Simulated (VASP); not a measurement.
Write the native input for VASP 6.6.1 that does the following.

```yaml
Task: relaxation of cell and atoms
Functional: PBE
Potentials_or_basis: VASP PAW PBE potentials, release 64 (Mg, F)
Cutoff: 600 eV
k_mesh: 6 × 6 × 8
Occupations: fermi-dirac, width 0.02 eV
Spin: no spin polarisation
Dipole_correction: no
Further_INCAR_settings: ALGO = Normal; EDIFF = 1e-07; IBRION = 2; EDIFFG = -0.005; NSW = 80; ISIF = 3
```

The structure of MgF2 lies in POSCAR:

```
MgF2
1.0
    4.6250000000      0.0000000000      0.0000000000
    0.0000000000      4.6250000000      0.0000000000
    0.0000000000      0.0000000000      3.0520000000
Mg F
2 4
Direct
    0.0000000000      0.0000000000      0.0000000000
    0.5000000000      0.5000000000      0.5000000000
    0.3030000000      0.3030000000      0.0000000000
    0.1970000000      0.8030000000      0.5000000000
    0.6970000000      0.6970000000      0.0000000000
    0.8030000000      0.1970000000      0.5000000000
```

One way to write it, as run:

INCAR

```
PREC = Accurate
ENCUT = 600
EDIFF = 1E-7
ISMEAR = -1
SIGMA = 0.02
LREAL = F
LASPH = T
NELM = 120
ALGO = Normal
ISIF = 3
LWAVE = F
LCHARG = F
GGA = PE
IBRION = 2
NSW = 80
EDIFFG = -0.005
GGA_COMPAT = F
NELMIN = 4
```

KPOINTS

```
regular mesh
0
Gamma
  6 6 8
```

Potentials or basis: VASP PAW PBE potentials, release 64 (Mg, F).

Launch:

```sh
$ cat potpaw_PBE.64/Mg/POTCAR potpaw_PBE.64/F/POTCAR > POTCAR
$ mpirun -np 1 vasp_std > vasp.out
```

It gave:

```
Relaxed volume                        : 11.26 Å³/atom
Relaxed cell                          : a = 4.681 Å, b = 4.681 Å, c = 3.084 Å, α = 90.00°, β = 90.00°, γ = 90.00°
Space group after relaxing (to 0.1 Å) : P4_2/mnm (No. 136)
Energy gained by relaxing             : 4.0 meV/atom
Ionic steps                           : 5
Pressure after relaxing               : 0.0 GPa
Band gap on the k mesh                : 6.86 eV
```

Wall time 4.6 min on 1 thread of Intel Xeon 8259CL, with other jobs on the host, peak memory 0.24 GiB.
